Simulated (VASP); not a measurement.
# Ti in VASP: single point with PBE

Aim: the single point of Ti with PBE.

All numbers are computed with VASP 6.6.1; they aren't measurements. Logs are shortened: lines on timing, memory, paths and dates and some standing lists are left out, and cuts for length are marked.

## Step 1: The cell of the first run

The cell holds a slab with vacuum, 5 atoms: a = 2.842 Å, b = 2.842 Å, c = 24.283 Å, α = 90.00°, β = 90.00°, γ = 109.47°.

## Step 2: Single point, PBE

The input, INCAR:

```
SYSTEM = Ti
  PREC = Accurate
  ENCUT = 520
  EDIFF = 1E-7
  ISMEAR = -1
  SIGMA = 0.05
  LREAL = .FALSE.
  LASPH = .TRUE.
  NELM = 80
  ALGO = Normal
  ISIF = 2
  LWAVE = .FALSE.
  LCHARG = .TRUE.
  LDIPOL = .TRUE.
  IDIPOL = 3
  DIPOL = 0.5 0.5 0.500
  GGA = PE
  LELF = .TRUE.
  LVHAR = .TRUE.
  LVACPOTAV = .TRUE.
  NBANDS = 38
```

The input, KPOINTS:

```
regular mesh
0
G
  10 10 1
  0 0 0
```

The input, POSCAR:

```
Ti
1.0
    2.8422953752      0.0000000000      0.0000000000
   -0.9474317917      2.6797417786      0.0000000000
    0.0000000000      0.0000000000     24.2828978234
Ti
5
Direct
    0.5000000000      0.5000000000      0.3088593484
    0.0000000000      0.0000000000      0.4044296742
    0.5000000000      0.5000000000      0.5000000000
    0.0000000000      0.0000000000      0.5955703258
    0.5000000000      0.5000000000      0.6911406516
```

Potentials or basis: VASP PAW PBE potentials, release 64 (Ti_sv).

Launch:

```
> cat potpaw_PBE.64/Ti_sv/POTCAR > POTCAR
> mpirun -np 1 vasp_std > vasp.out
```

OUTCAR:

```text
SYSTEM = Ti
   PREC = Accurate
   ENCUT = 520
   EDIFF = 1E-7
   ISMEAR = -1
   LREAL = .FALSE.
   LASPH = .TRUE.
   NELM = 80
   ISIF = 2
   GGA = PE

 ion  position               nearest neighbor table
   1  0.500  0.500  0.309-   2 2.84   2 2.84
   2  0.000  0.000  0.404-   3 2.84   3 2.84   1 2.84   1 2.84
   3  0.500  0.500  0.500-   2 2.84   4 2.84   2 2.84   4 2.84
   4  0.000  0.000  0.596-   3 2.84   3 2.84   5 2.84   5 2.84
   5  0.500  0.500  0.691-   4 2.84   4 2.84

  LATTYP: Found a base centered orthorhombic cell.
 ALAT       =     3.2820000000
 B/A-ratio  =     1.4142135624
 C/A-ratio  =     7.3988110370

  Lattice vectors:

 A1 = (   2.8422953752,   0.0000000000,   0.0000000000)
 A2 = (  -0.9474317917,   2.6797417786,   0.0000000000)
 A3 = (   0.0000000000,   0.0000000000,  24.2828978234)

Analysis of symmetry for initial positions (statically):
=====================================================================
 Subroutine PRICEL returns:
 Original cell was already a primitive cell.

 Routine SETGRP: Setting up the symmetry group for a
 base centered orthorhombic supercell.

 Subroutine GETGRP returns: Found  8 space group operations
 (whereof  8 operations were pure point group operations)
 out of a pool of  8 trial point group operations.

The static configuration has the point symmetry D_2h.

Analysis of symmetry for dynamics (positions and initial velocities):
=====================================================================
 Subroutine PRICEL returns:
 Original cell was already a primitive cell.

 Routine SETGRP: Setting up the symmetry group for a
 base centered orthorhombic supercell.

 Subroutine GETGRP returns: Found  8 space group operations
 (whereof  8 operations were pure point group operations)
 out of a pool of  8 trial point group operations.

The dynamic configuration has the point symmetry D_2h.

 Subroutine INISYM returns: Found  8 space group operations
 (whereof  8 operations are pure point group operations),
 and found     1 'primitive' translations

----------------------------------------------------------------------------------------

                                     Primitive cell

  volume of cell :     184.9535

  direct lattice vectors                    reciprocal lattice vectors
     2.842295375  0.000000000  0.000000000     0.351828318  0.124390095  0.000000000
    -0.947431792  2.679741779  0.000000000     0.000000000  0.373170284  0.000000000
     0.000000000  0.000000000 24.282897823     0.000000000  0.000000000  0.041181246

  length of vectors
     2.842295375  2.842295375 24.282897823     0.373170284  0.373170284  0.041181246

  position of ions in fractional coordinates (direct lattice)
     0.500000000  0.500000000  0.308859348
     0.000000000  0.000000000  0.404429674
     0.500000000  0.500000000  0.500000000
     0.000000000  0.000000000  0.595570326
     0.500000000  0.500000000  0.691140652

  ion indices of the primitive-cell ions
   primitive index   ion index
                 1           1
                 2           2
                 3           3
                 4           4
                 5           5

----------------------------------------------------------------------------------------

 KPOINTS: regular mesh

Automatic generation of k-mesh.
 Grid dimensions read from file:
 generate k-points for:   10   10    1

 Generating k-lattice:

  Cartesian coordinates                     Fractional coordinates (reciprocal lattice)
     0.035182832  0.012439009  0.000000000     0.100000000  0.000000000  0.000000000
     0.000000000  0.037317028  0.000000000     0.000000000  0.100000000  0.000000000
     0.000000000  0.000000000  0.041181246     0.000000000  0.000000000  1.000000000

  Length of vectors
     0.037317028  0.037317028  0.041181246

  Shift w.r.t. Gamma in fractional coordinates (k-lattice)
     0.000000000  0.000000000  0.000000000

 Subroutine IBZKPT returns following result:
 ===========================================

 Found     31 irreducible k-points:

 Following reciprocal coordinates:
            Coordinates               Weight
  0.000000  0.000000  0.000000      1.000000
  0.100000  0.000000  0.000000      4.000000
  0.200000  0.000000  0.000000      4.000000
  0.300000  0.000000  0.000000      4.000000
  0.400000  0.000000  0.000000      4.000000
  0.500000  0.000000  0.000000      2.000000
[... 16 lines left out ...]
  0.300000  0.300000  0.000000      2.000000
  0.400000  0.300000  0.000000      4.000000
 [... further k-points ...]
   k-points           NKPTS =     31   k-points in BZ     NKDIM =     31   number of bands    NBANDS=     38
   number of dos      NEDOS =    301   number of ions     NIONS =      5
   total plane-waves  NPLWV = 110592
   dimension x,y,z NGX =    24 NGY =   24 NGZ =  192
   dimension x,y,z NGXF=    48 NGYF=   48 NGZF=  384
   ions per type =               5
   NGX,Y,Z   is equivalent  to a cutoff of  14.04, 14.04, 13.14 a.u.
   NGXF,Y,Z  is equivalent  to a cutoff of  28.08, 28.08, 26.29 a.u.
 SYSTEM =  Ti
   PREC   = accura    normal or accurate (medium, high low for compatibility)
   ISTART =      0    job   : 0-new  1-cont  2-samecut
   ICHARG =      2    charge: 1-file 2-atom 10-const
   ISPIN  =      1    spin polarized calculation?
   LNONCOLLINEAR =      F non collinear calculations
   LSORBIT =      F    spin-orbit coupling
   LASPH  =      T    aspherical Exc in radial PAW
   ENCUT  =  520.0 eV  38.22 Ry    6.18 a.u.   5.28  5.28 45.15*2*pi/ulx,y,z
   NELM   =     80;   NELMIN=  2; NELMDL= -5     # of ELM steps
   EDIFF  = 0.1E-06   stopping-criterion for ELM
   LREAL  =      F    real-space projection
   EDIFFG = 0.1E-05   stopping-criterion for IOM
   NSW    =      0    number of steps for IOM
   IBRION =     -1    ionic relax: 0-MD 1-quasi-New 2-CG
   NFREE  =      0    steps in history (QN), initial steepest desc. (CG)
   ISIF   =      2    stress and relaxation
   ISYM   =      2    0-nonsym 1-usesym 2-fastsym
   POTIM  = 0.5000    time-step for ionic-motion
   TEBEG  =    0.0;   TEEND  =   0.0 temperature during run
   PSTRESS=    0.0 pullay stress
   NELECT =      60.0000    total number of electrons
   NUPDOWN=      -1.0000    fix difference up-down
   EMIN   =  10.00;   EMAX   =-10.00  energy-range for DOS
   EFERMI =   0.00;   METHOD = LEGACY
   ISMEAR =    -1;   SIGMA  =   0.05  broadening in eV -4-tet -1-fermi 0-gaus
   EFERMI_NEDOS =   21; number of points for ismear=-14 and -15
   IALGO  =     38    algorithm
   IMIX   =      4    mixing-type and parameters
     AMIX     =   0.40;   BMIX     =  1.00
     AMIX_MAG =   1.60;   BMIX_MAG =  1.00
  volume/ion in A,a.u.               =      36.99       249.63
  Fermi-wavevector in a.u.,A,eV,Ry     =   1.124875  2.125706 17.216055  1.265344
  Thomas-Fermi vector in A             =   2.261549
   LORBIT       =      0    0 simple, 1 ext, 2 COOP (PROOUT), +10 PAW based schemes
   GGA     = PE    functional components
   LHFCALC =     F    Hartree Fock is set to
   AEXX    =    0.0000 exact exchange contribution
   IVDW    =     0    specifies the selected vdW correction
   LEPSILON=     F    determine dielectric tensor
   LRPA    =     F    only Hartree local field effects (RPA)
 non-spin polarized calculation
  energy-cutoff  :      520.00
  volume of cell :      184.95
 maximum number of plane-waves:      5017
 NGX is ok and might be reduce to    24
   NGX = 11   NGY = 11   NGZ = 91

 number of electron      59.9999992 magnetization

 dipolmoment           0.000000      0.000000      0.000000 electrons x Angstroem

 Free energy of the ion-electron system (eV)
  ---------------------------------------------------
  ext. energy  EPLUGINS =         0.00000000
  ---------------------------------------------------
  free energy    TOTEN  =       -36.87789805 eV

  energy without entropy =      -36.76144509  energy(sigma->0) =      -36.81967157

 E-fermi :   1.6983     XC(G=0):  -6.3138

 val. band max:        1.6950664960   @ k =  -0.1000   0.1000   0.0000
 cond. band min:       1.7017687101   @ k =   0.3000   0.0000   0.0000
 fundamental gap:      0.0067022141
 Fermi energy:         1.6982566012

 k-point     1 :       0.0000    0.0000    0.0000
  band No.  band energies     occupation
      1     -55.0752      2.00000
      2     -55.0751      2.00000
      3     -54.8533      2.00000
      4     -54.7975      2.00000
      5     -54.7644      2.00000
      6     -31.4592      2.00000
[... 30 lines left out ...]
     37       2.8303      0.00000
     38       3.2768      0.00000

 k-point     2 :       0.1000    0.0000    0.0000
  band No.  band energies     occupation
      1     -55.0691      2.00000
      2     -55.0690      2.00000
      3     -54.8457      2.00000
      4     -54.7920      2.00000
      5     -54.7608      2.00000
      6     -31.4466      2.00000
[... 30 lines left out ...]
     37       2.8637      0.00000
     38       3.3956      0.00000

 k-point     3 :       0.2000    0.0000    0.0000
  band No.  band energies     occupation
      1     -55.0531      2.00000
      2     -55.0531      2.00000
      3     -54.8251      2.00000
      4     -54.7776      2.00000
      5     -54.7519      2.00000
      6     -31.4154      2.00000
[... 30 lines left out ...]
     37       3.0658      0.00000
     38       3.7258      0.00000

 k-point     4 :       0.3000    0.0000    0.0000
  band No.  band energies     occupation
      1     -55.0333      2.00000
      2     -55.0333      2.00000
      3     -54.7977      2.00000
      4     -54.7597      2.00000
      5     -54.7426      2.00000
      6     -31.4013      2.00000
[... 30 lines left out ...]
     37       3.5896      0.00000
     38       3.9361      0.00000
[... 703 lines left out ...]
      4     -54.7624      2.00000
      5     -54.7333      2.00000
      6     -31.4094      2.00000
[... 30 lines left out ...]
     37       2.9325      0.00000
     38       2.9880      0.00000

 k-point    23 :       0.3000    0.3000    0.0000
  band No.  band energies     occupation
      1     -54.9959      2.00000
      2     -54.9959      2.00000
      3     -54.7455      2.00000
      4     -54.7245      2.00000
      5     -54.7234      2.00000
      6     -31.3758      2.00000
[... 30 lines left out ...]
     37       3.5562      0.00000
     38       3.9427      0.00000

 k-point    24 :       0.4000    0.3000    0.0000
  band No.  band energies     occupation
      1     -54.9856      2.00000
      2     -54.9856      2.00000
      3     -54.7420      2.00000
      4     -54.7134      2.00000
      5     -54.7051      2.00000
      6     -31.4391      2.00000
[... 30 lines left out ...]
     37       3.7032      0.00000
     38       4.0136      0.00000

 [... further k-points ...]

------------------------ aborting loop because EDIFF is reached ----------------------------------------

  FORCE on cell =-STRESS in cart. coord.  units (eV):
  Direction    XX          YY          ZZ          XY          YZ          ZX
  --------------------------------------------------------------------------------------
  -------------------------------------------------------------------------------------
  Total       -3.3130039     -3.3646443     -3.0032426     -0.0730306      0.0000000      0.0000000
  in kB      -28.6992051    -29.1465448    -26.0158689     -0.6326340      0.0000000      0.0000000
  external PRESSURE =     -27.9538729 kB  Pullay stress =       0.0000000 kB

 VOLUME and BASIS-vectors are now :
 -----------------------------------------------------------------------------
  energy-cutoff  :      520.00
  volume of cell :      184.95
      direct lattice vectors                 reciprocal lattice vectors
     2.842295375  0.000000000  0.000000000     0.351828318  0.124390095  0.000000000
    -0.947431792  2.679741779  0.000000000     0.000000000  0.373170284  0.000000000
     0.000000000  0.000000000 24.282897823     0.000000000  0.000000000  0.041181246

 POSITION                                       TOTAL-FORCE (eV/Angst)
 -----------------------------------------------------------------------------------
      0.94743      1.33987      7.50000         0.000000     -0.000000      0.539325
      0.00000      0.00000      9.82072        -0.000000      0.000000     -0.438030
      0.94743      1.33987     12.14145         0.000000      0.000000      0.000000
      0.00000      0.00000     14.46217         0.000000      0.000000      0.438030
      0.94743      1.33987     16.78290         0.000000      0.000000     -0.539325
 -----------------------------------------------------------------------------------
    total drift:                                0.000000      0.000000     -0.000000

  FREE ENERGIE OF THE ION-ELECTRON SYSTEM (eV)
  ---------------------------------------------------
  free  energy   TOTEN  =       -36.8778980538 eV

  energy  without entropy=      -36.7614450945  energy(sigma->0) =      -36.81967157

 vacuum level on the upper side and lower side of the slab         5.987         5.987
```

Run time: 30 min. Hardware: 1 thread of AMD EPYC, shared host; peak memory 0.37 GiB.

Results:

```
Free energy            : -36.8779 eV
Largest force          : 0.539 eV/Å
Band gap on the k mesh : zero (bands 30 and 31 overlap by 0.80 eV)
```

Forces in eV/Å, atoms in the order of the input:
```
Ti   0.000  0.000  0.539
Ti   0.000  0.000 -0.438
Ti   0.000  0.000  0.000
Ti   0.000  0.000  0.438
Ti   0.000  0.000 -0.539
```
